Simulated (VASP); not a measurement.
Here is a VASP 6.6.1 calculation.

The input INCAR:

```
PREC = Accurate
ENCUT = 520
EDIFF = 1E-6
ISMEAR = 1
SIGMA = 0.05
LREAL = F
LASPH = T
NELM = 60
ALGO = Normal
ISIF = 2
LWAVE = F
LCHARG = F
NBANDS = 38
```

File KPOINTS:

```
regular mesh
0
Gamma
  4 4 4
```

Contents of POSCAR:

```
La5Mg
1.0
    6.6785101034      0.0000000000      0.0000000000
   -3.3392545324      5.7837592512      0.0000000000
    0.0000000000      0.0000000000      6.0501134287
La Mg
5 1
Direct
    0.3333333333      0.6666666667      0.5000000000
    0.0000000000      0.6884840000      0.0000000000
    0.6884840000      0.0000000000      0.0000000000
    0.3115160000      0.3115160000      0.0000000000
    0.6666666667      0.3333333333      0.5000000000
    0.0000000000      0.0000000000      0.5000000000
```

Potentials or basis: VASP PAW LDA potentials, release 64 (La, Mg).

Run with:

```console
$ cat potpaw_LDA.64/La/POTCAR potpaw_LDA.64/Mg/POTCAR > POTCAR
$ mpirun -np 1 vasp_std > vasp.out
```

**Question.** What does it give for the pressure?

**Answer.** -5.3 GPa.

**Question.** Predict the band gap on the k mesh.

**Answer.** Zero (an odd number of electrons rules out a gap without spin polarisation).

**Question.** What does it give for the largest force?

**Answer.** 0.018 eV/Å.

Stress tensor (GPa, compression positive):
```
-5.40  0.00  0.00
 0.00 -5.40  0.00
 0.00  0.00 -5.23
```

Caveat: the cell stands under tension; spin-orbit coupling is left out, which moves the levels of the heavy elements.
